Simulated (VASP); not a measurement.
Here is a VASP 6.6.1 calculation.

Contents of INCAR:

```
PREC = Accurate ; ENCUT = 520
EDIFF = 1E-7 ; ISMEAR = -1
SIGMA = 0.15 ; LREAL = False
LASPH = True ; NELM = 100
ALGO = Normal ; ISIF = 2
LWAVE = False ; LCHARG = True
GGA = CA ; LELF = True
LVHAR = True ; NBANDS = 16
```

The input KPOINTS:

```
regular mesh
0
Gamma
  12 12 12
```

POSCAR

```
HgTe
1.0
    0.0000000000      3.2177784144      3.2177784144
    3.2177784144      0.0000000000      3.2177784144
    3.2177784144      3.2177784144      0.0000000000
Hg Te
1 1
Direct
    0.0000000000      0.0000000000      0.0000000000
    0.7500000000      0.7500000000      0.7500000000
```

Potentials or basis: VASP PAW LDA potentials, release 64 (Hg, Te).

The run is started by

```console
$ cat potpaw_LDA.64/Hg/POTCAR potpaw_LDA.64/Te/POTCAR > POTCAR
$ mpirun -np 1 vasp_std > vasp.out
```

**Question.** Predict the band gap on the k mesh.

**Answer.** Zero (filled and empty bands touch).

**Question.** What does it give for the pressure?

**Answer.** 0.3 GPa.

Caveat: spin-orbit coupling is left out, which moves the levels of the heavy elements.
